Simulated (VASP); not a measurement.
**C: single point with LDA**

Crystal: C.

```xyz
8
Lattice="-2.4104 2.4104 2.4104 2.4104 -2.4104 2.4104 2.4104 2.4104 -2.4104" Properties=species:S:1:pos:R:3 pbc="T T T"
C    -0.6997    0.8694    0.7845
C     1.6259    1.6259    1.6259
C     0.7845   -0.7845    0.7845
C     0.7845    0.7845   -0.7845
C     1.6259   -1.6259    1.6259
C     0.7845    0.7845    0.7845
C    -1.6259    1.6259    1.6259
C     1.6259    1.6259   -1.6259
```

This cell differs from its parent crystal: atom 1 (C) moved +0.120 Å along Cartesian [1 1 0].

```yaml
Program: VASP 6.6.1
Task: single point
Functional: LDA
Potentials_or_basis: VASP PAW LDA potentials, release 64 (C)
Cutoff: 520 eV
k_mesh: 8 × 8 × 8
Occupations: gaussian, width 0.05 eV
Spin: no spin polarisation
Dipole_correction: no
Further_INCAR_settings: ALGO = Normal; EDIFF = 1e-06; NBANDS = 26
```

```yaml
Pressure: 1.7 GPa
Largest_force: 3.974 eV/Å
Band_gap_on_the_k_mesh: 2.48 eV (least direct gap 3.40 eV)
```

Forces on the atoms (eV/Å):
```
C   -3.290 -2.229 -0.019
C    0.215  0.176  0.055
C    0.136  0.106  0.038
C    0.246  0.253 -0.137
C    0.228  0.296  0.013
C    1.492  0.290  0.090
C    0.705  0.454 -0.036
C    0.267  0.653 -0.004
```

Stress tensor (GPa, compression positive):
```
 8.30 -0.58  0.23
-0.58 -3.89 -0.09
 0.23 -0.09  0.82
```

Levels at points of the mesh, in eV from the valence-band top:
| k point | band 12 | band 13 | band 14 | band 15 | band 16 | band 17 | band 18 | band 19 | band 20 | band 21 |
| --- | --- | --- | --- | --- | --- | --- | --- | --- | --- | --- |
| (0.00, 0.00, 0.00) | -5.83 | -5.67 | -1.09 | -0.69 | -0.34 | 3.30 | 3.68 | 4.01 | 7.40 | 7.98 |
| (0.50, 0.00, 0.00) | -4.87 | -3.76 | -3.36 | -2.96 | -2.34 | 3.23 | 4.97 | 5.17 | 6.46 | 6.63 |
| (0.00, 0.50, 0.00) | -5.04 | -3.62 | -3.13 | -2.76 | -2.62 | 3.44 | 4.53 | 5.53 | 6.04 | 6.94 |
| (0.00, 0.00, 0.50) | -4.85 | -3.74 | -3.30 | -2.73 | -2.46 | 3.39 | 5.03 | 5.33 | 6.03 | 6.47 |
| (0.50, 0.00, 0.50) | -4.99 | -3.64 | -3.48 | -2.68 | -2.33 | 3.59 | 4.77 | 5.60 | 5.85 | 6.74 |
| (0.50, 0.50, 0.00) | -4.89 | -3.56 | -3.53 | -2.86 | -2.32 | 3.30 | 5.07 | 5.34 | 6.16 | 6.64 |
| (0.00, 0.50, 0.50) | -4.73 | -3.99 | -3.29 | -2.74 | -2.37 | 3.44 | 5.20 | 5.60 | 5.97 | 6.23 |
| (0.50, 0.50, 0.50) | -6.47 | -6.19 | -0.77 | -0.40 | 0.00 | 3.40 | 5.13 | 5.49 | 5.71 | 7.60 |

Run time: 6.7 min on 1 thread of Intel Xeon 8259CL, on a shared host, peak memory 0.33 GiB.

Caveat: the cell differs from its parent crystal (atom 1 (C) moved +0.120 Å along Cartesian [1 1 0]); the stress differs along the axes, from -4 to 8 GPa; forces of over 1 eV/Å act on the atoms, so gaps and moduli don't describe the material at rest. A k mesh can miss the band edges.
